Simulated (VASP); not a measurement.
# GaN (P6_3/mmc) in VASP: a series of runs

The runs below take GaN through single point, with PBE.

Program: VASP 6.6.1. These are calculated values, not measurements. Logs are shortened: lines on timing, memory, paths and dates and some standing lists are left out, and cuts for length are marked.

### Step 1. The cell of the first run

It takes space group P6_3/mmc (No. 194, hexagonal). Conventional cell: a = 2.944 Å, b = 2.944 Å, c = 4.991 Å, α = 90.00°, β = 90.00°, γ = 120.00°. Ga (site symmetry -3m) has 6 N at 2.11 Å and 2 Ga at 2.50 Å within 2.8 Å. N (site symmetry -6m2) has 6 Ga at 2.11 Å within 2.8 Å.

### Step 2. Single point, PBE (9.36 Å³/atom)

File INCAR:

```
  PREC = Accurate
  ENCUT = 520
  EDIFF = 1E-6
  ISMEAR = 0
  SIGMA = 0.01
  LREAL = F
  LASPH = T
  NELM = 100
  ALGO = Normal
  ISIF = 2
  LWAVE = F
  LCHARG = F
  GGA = PE
  NBANDS = 26
```

File KPOINTS:

```
Automatic mesh
0
Gamma
  9 9 4
```

File POSCAR:

```
GaN
1.0
    2.9437706435      0.0000000000      0.0000000000
   -1.4718853217      2.5493801601      0.0000000000
    0.0000000000      0.0000000000      4.9914597754
Ga N
2 2
Direct
    0.0000000000      0.0000000000      0.0000000000
    0.0000000000      0.0000000000      0.5000000000
    0.3333333333      0.6666666667      0.2500000000
    0.6666666667      0.3333333333      0.7500000000
```

Potentials or basis: VASP PAW PBE potentials, release 64 (Ga_d, N).

Started as:

```console
$ cat potpaw_PBE.64/Ga_d/POTCAR potpaw_PBE.64/N/POTCAR > POTCAR
$ mpirun -np 1 vasp_std > vasp.out
```

OUTCAR:

```text
PREC = Accurate
   ENCUT = 520
   EDIFF = 1E-6
   ISMEAR = 0
   LREAL = F
   LASPH = T
   NELM = 100
   ISIF = 2
   GGA = PE

 ion  position               nearest neighbor table
   1  0.000  0.000  0.000-   3 2.11   4 2.11   3 2.11   4 2.11   4 2.11   3 2.11   2 2.50   2 2.50

   2  0.000  0.000  0.500-   3 2.11   4 2.11   3 2.11   4 2.11   4 2.11   3 2.11   1 2.50   1 2.50

   3  0.333  0.667  0.250-   1 2.11   2 2.11   1 2.11   2 2.11   1 2.11   2 2.11
   4  0.667  0.333  0.750-   1 2.11   2 2.11   1 2.11   2 2.11   1 2.11   2 2.11

  LATTYP: Found a hexagonal cell.
 ALAT       =     2.9437706435
 C/A-ratio  =     1.6956007719

  Lattice vectors:

 A1 = (   2.9437706435,   0.0000000000,   0.0000000000)
 A2 = (  -1.4718853217,   2.5493801601,   0.0000000000)
 A3 = (   0.0000000000,   0.0000000000,   4.9914597754)

Analysis of symmetry for initial positions (statically):
=====================================================================
 Subroutine PRICEL returns:
 Original cell was already a primitive cell.

 Routine SETGRP: Setting up the symmetry group for a
 hexagonal supercell.

 Subroutine GETGRP returns: Found 24 space group operations
 (whereof 12 operations were pure point group operations)
 out of a pool of 24 trial point group operations.

The static configuration has the point symmetry D_3d.
 The point group associated with its full space group is D_6h.

Analysis of symmetry for dynamics (positions and initial velocities):
=====================================================================
 Subroutine PRICEL returns:
 Original cell was already a primitive cell.

 Routine SETGRP: Setting up the symmetry group for a
 hexagonal supercell.

 Subroutine GETGRP returns: Found 24 space group operations
 (whereof 12 operations were pure point group operations)
 out of a pool of 24 trial point group operations.

The dynamic configuration has the point symmetry D_3d.
 The point group associated with its full space group is D_6h.

 Subroutine INISYM returns: Found 24 space group operations
 (whereof 12 operations are pure point group operations),
 and found     1 'primitive' translations

----------------------------------------------------------------------------------------

                                     Primitive cell

  volume of cell :      37.4599

  direct lattice vectors                    reciprocal lattice vectors
     2.943770644  0.000000000  0.000000000     0.339700378  0.196126105  0.000000000
    -1.471885322  2.549380160  0.000000000     0.000000000  0.392252209  0.000000000
     0.000000000  0.000000000  4.991459775     0.000000000  0.000000000  0.200342193

  length of vectors
     2.943770644  2.943770643  4.991459775     0.392252209  0.392252209  0.200342193

  position of ions in fractional coordinates (direct lattice)
     0.000000000  0.000000000  0.000000000
     0.000000000  0.000000000  0.500000000
     0.333333333  0.666666667  0.250000000
     0.666666667  0.333333333  0.750000000

  ion indices of the primitive-cell ions
   primitive index   ion index
                 1           1
                 2           2
                 3           3
                 4           4

----------------------------------------------------------------------------------------

 KPOINTS: Automatic mesh

Automatic generation of k-mesh.
 Grid dimensions read from file:
 generate k-points for:    9    9    4

 Generating k-lattice:

  Cartesian coordinates                     Fractional coordinates (reciprocal lattice)
     0.037744486  0.021791789  0.000000000     0.111111111 -0.000000000  0.000000000
     0.000000000  0.043583579  0.000000000     0.000000000  0.111111111  0.000000000
     0.000000000  0.000000000  0.050085548     0.000000000  0.000000000  0.250000000

  Length of vectors
     0.043583579  0.043583579  0.050085548

  Shift w.r.t. Gamma in fractional coordinates (k-lattice)
     0.000000000  0.000000000  0.000000000

 Subroutine IBZKPT returns following result:
 ===========================================

 Found     36 irreducible k-points:

 Following reciprocal coordinates:
            Coordinates               Weight
  0.000000  0.000000  0.000000      1.000000
  0.111111  0.000000  0.000000      6.000000
  0.222222  0.000000  0.000000      6.000000
  0.333333  0.000000  0.000000      6.000000
  0.444444  0.000000  0.000000      6.000000
  0.111111  0.111111  0.000000      6.000000
[... 16 lines left out ...]
  0.333333  0.222222  0.250000     24.000000
  0.333333  0.333333  0.250000      4.000000
 [... further k-points ...]
   k-points           NKPTS =     36   k-points in BZ     NKDIM =     36   number of bands    NBANDS=     26
   number of dos      NEDOS =    301   number of ions     NIONS =      4
   total plane-waves  NPLWV =  23040
   dimension x,y,z NGX =    24 NGY =   24 NGZ =   40
   dimension x,y,z NGXF=    48 NGYF=   48 NGZF=   80
   ions per type =               2   2
   NGX,Y,Z   is equivalent  to a cutoff of  13.55, 13.55, 13.32 a.u.
   NGXF,Y,Z  is equivalent  to a cutoff of  27.11, 27.11, 26.64 a.u.
 SYSTEM =  unknown system
   PREC   = accura    normal or accurate (medium, high low for compatibility)
   ISTART =      0    job   : 0-new  1-cont  2-samecut
   ICHARG =      2    charge: 1-file 2-atom 10-const
   ISPIN  =      1    spin polarized calculation?
   LNONCOLLINEAR =      F non collinear calculations
   LSORBIT =      F    spin-orbit coupling
   LASPH  =      T    aspherical Exc in radial PAW
   ENCUT  =  520.0 eV  38.22 Ry    6.18 a.u.   5.47  5.47  9.28*2*pi/ulx,y,z
   NELM   =    100;   NELMIN=  2; NELMDL= -5     # of ELM steps
   EDIFF  = 0.1E-05   stopping-criterion for ELM
   LREAL  =      F    real-space projection
   EDIFFG = 0.1E-04   stopping-criterion for IOM
   NSW    =      0    number of steps for IOM
   IBRION =     -1    ionic relax: 0-MD 1-quasi-New 2-CG
   NFREE  =      0    steps in history (QN), initial steepest desc. (CG)
   ISIF   =      2    stress and relaxation
   ISYM   =      2    0-nonsym 1-usesym 2-fastsym
   POTIM  = 0.5000    time-step for ionic-motion
   TEBEG  =    0.0;   TEEND  =   0.0 temperature during run
   PSTRESS=    0.0 pullay stress
   NELECT =      36.0000    total number of electrons
   NUPDOWN=      -1.0000    fix difference up-down
   EMIN   =  10.00;   EMAX   =-10.00  energy-range for DOS
   EFERMI =   0.00;   METHOD = LEGACY
   ISMEAR =     0;   SIGMA  =   0.01  broadening in eV -4-tet -1-fermi 0-gaus
   EFERMI_NEDOS =   21; number of points for ismear=-14 and -15
   IALGO  =     38    algorithm
   IMIX   =      4    mixing-type and parameters
     AMIX     =   0.40;   BMIX     =  1.00
     AMIX_MAG =   1.60;   BMIX_MAG =  1.00
  volume/ion in A,a.u.               =       9.36        63.20
  Fermi-wavevector in a.u.,A,eV,Ry     =   1.615550  3.052946 35.511211  2.610000
  Thomas-Fermi vector in A             =   2.710279
   LORBIT       =      0    0 simple, 1 ext, 2 COOP (PROOUT), +10 PAW based schemes
   GGA     = PE    functional components
   LHFCALC =     F    Hartree Fock is set to
   AEXX    =    0.0000 exact exchange contribution
   IVDW    =     0    specifies the selected vdW correction
   LEPSILON=     F    determine dielectric tensor
   LRPA    =     F    only Hartree local field effects (RPA)
 non-spin polarized calculation
 Gauss-broadening in eV      SIGMA  =   0.01
  energy-cutoff  :      520.00
  volume of cell :       37.46
 maximum number of plane-waves:      1039
 NGX is ok and might be reduce to    24
   NGX = 11   NGY = 11   NGZ = 19

 number of electron      36.0000010 magnetization

 Free energy of the ion-electron system (eV)
  ---------------------------------------------------
  ext. energy  EPLUGINS =         0.00000000
  ---------------------------------------------------
  free energy    TOTEN  =       -21.78246695 eV

  energy without entropy =      -21.78246695  energy(sigma->0) =      -21.78246695

 E-fermi :   8.1404     XC(G=0): -13.0861

 val. band max:        8.0840076862   @ k =   0.1111   0.0000   0.0000
 cond. band min:       9.5647135402   @ k =   0.3333   0.3333   0.0000
 fundamental gap:      1.4807058540
 Fermi energy:         8.1404349125

 k-point     1 :       0.0000    0.0000    0.0000
  band No.  band energies     occupation
      1      -9.4611      2.00000
      2      -6.5560      2.00000
      3      -6.4575      2.00000
      4      -6.2937      2.00000
      5      -6.2937      2.00000
      6      -6.1087      2.00000
[... 18 lines left out ...]
     25      22.0175      0.00000
     26      22.0175      0.00000

 k-point     2 :       0.1111    0.0000    0.0000
  band No.  band energies     occupation
      1      -9.2435      2.00000
      2      -6.9522      2.00000
      3      -6.5424      2.00000
      4      -6.2835      2.00000
      5      -6.1431      2.00000
      6      -6.0967      2.00000
[... 18 lines left out ...]
     25      20.8464      0.00000
     26      21.0961      0.00000

 k-point     3 :       0.2222    0.0000    0.0000
  band No.  band energies     occupation
      1      -8.6340      2.00000
      2      -7.3317      2.00000
      3      -6.5090      2.00000
      4      -6.2833      2.00000
      5      -6.1811      2.00000
      6      -6.1589      2.00000
[... 18 lines left out ...]
     25      19.1635      0.00000
     26      20.4830      0.00000

 k-point     4 :       0.3333    0.0000    0.0000
  band No.  band energies     occupation
      1      -7.9723      2.00000
      2      -7.3083      2.00000
      3      -6.4712      2.00000
      4      -6.3070      2.00000
      5      -6.2398      2.00000
      6      -6.2177      2.00000
[... 18 lines left out ...]
     25      18.7379      0.00000
     26      21.7813      0.00000

 k-point     5 :       0.4444    0.0000    0.0000
  band No.  band energies     occupation
      1      -7.9142      2.00000
      2      -6.6540      2.00000
      3      -6.3985      2.00000
      4      -6.3277      2.00000
      5      -6.2939      2.00000
      6      -6.2235      2.00000
[... 18 lines left out ...]
     25      18.9130      0.00000
     26      22.5041      0.00000

 k-point     6 :       0.1111    0.1111    0.0000
  band No.  band energies     occupation
      1      -8.8268      2.00000
      2      -7.2567      2.00000
      3      -6.5238      2.00000
      4      -6.2707      2.00000
      5      -6.1700      2.00000
      6      -6.1130      2.00000
[... 427 lines left out ...]
 k-point    21 :       0.4444    0.1111    0.2500
  band No.  band energies     occupation
      1      -7.7415      2.00000
      2      -7.0144      2.00000
      3      -6.4285      2.00000
      4      -6.2800      2.00000
      5      -6.2752      2.00000
      6      -6.1157      2.00000
[... 18 lines left out ...]
     25      19.3030      0.00000
     26      21.4631      0.00000

 k-point    22 :       0.2222    0.2222    0.2500
  band No.  band energies     occupation
      1      -7.5624      2.00000
      2      -7.4691      2.00000
      3      -6.4257      2.00000
      4      -6.2218      2.00000
      5      -6.2033      2.00000
      6      -6.1188      2.00000
[... 18 lines left out ...]
     25      19.0034      0.00000
     26      21.5752      0.00000

 k-point    23 :       0.3333    0.2222    0.2500
  band No.  band energies     occupation
      1      -7.5815      2.00000
      2      -7.2385      2.00000
      3      -6.4219      2.00000
      4      -6.2355      2.00000
      5      -6.2181      2.00000
      6      -6.0909      2.00000
[... 18 lines left out ...]
     25      19.2646      0.00000
     26      21.3154      0.00000

 k-point    24 :       0.3333    0.3333    0.2500
  band No.  band energies     occupation
      1      -7.4023      2.00000
      2      -7.4023      2.00000
      3      -6.4152      2.00000
      4      -6.1951      2.00000
      5      -6.1951      2.00000
      6      -6.0755      2.00000
[... 18 lines left out ...]
     25      19.0355      0.00000
     26      21.4292      0.00000

 [... further k-points ...]

------------------------ aborting loop because EDIFF is reached ----------------------------------------

  FORCE on cell =-STRESS in cart. coord.  units (eV):
  Direction    XX          YY          ZZ          XY          YZ          ZX
  --------------------------------------------------------------------------------------
  -------------------------------------------------------------------------------------
  Total        3.3057183      3.3057183      3.9362498      0.0000000     -0.0000000     -0.0000000
  in kB      141.3872618    141.3872618    168.3554136      0.0000000     -0.0000000     -0.0000000
  external PRESSURE =     150.3766457 kB  Pullay stress =       0.0000000 kB

 VOLUME and BASIS-vectors are now :
 -----------------------------------------------------------------------------
  energy-cutoff  :      520.00
  volume of cell :       37.46
      direct lattice vectors                 reciprocal lattice vectors
     2.943770644  0.000000000  0.000000000     0.339700378  0.196126105  0.000000000
    -1.471885322  2.549380160  0.000000000     0.000000000  0.392252209  0.000000000
     0.000000000  0.000000000  4.991459775     0.000000000  0.000000000  0.200342193

 POSITION                                       TOTAL-FORCE (eV/Angst)
 -----------------------------------------------------------------------------------
      0.00000      0.00000      0.00000         0.000000      0.000000     -0.000000
      0.00000      0.00000      2.49573         0.000000      0.000000     -0.000000
     -0.00000      1.69959      1.24786        -0.000000      0.000000     -0.000000
      1.47189      0.84979      3.74359         0.000000     -0.000000      0.000000
 -----------------------------------------------------------------------------------
    total drift:                               -0.000000      0.000000      0.000000

  FREE ENERGIE OF THE ION-ELECTRON SYSTEM (eV)
  ---------------------------------------------------
  free  energy   TOTEN  =       -21.7824669544 eV

  energy  without entropy=      -21.7824669544  energy(sigma->0) =      -21.78246695
```

Wall time 34 s (1 thread of AMD EPYC 7R43 (Zen 3), shared host); peak memory 0.13 GiB.

Results:

```
Free energy            : -21.7825 eV
Pressure               : 15.0 GPa
Band gap on the k mesh : 1.48 eV (least direct gap 2.05 eV)
```

Caveat: the cell stands under pressure; an odd mesh through Γ misses points on the zone boundary, where band edges can lie.

(Continued in part 2 of 2.)
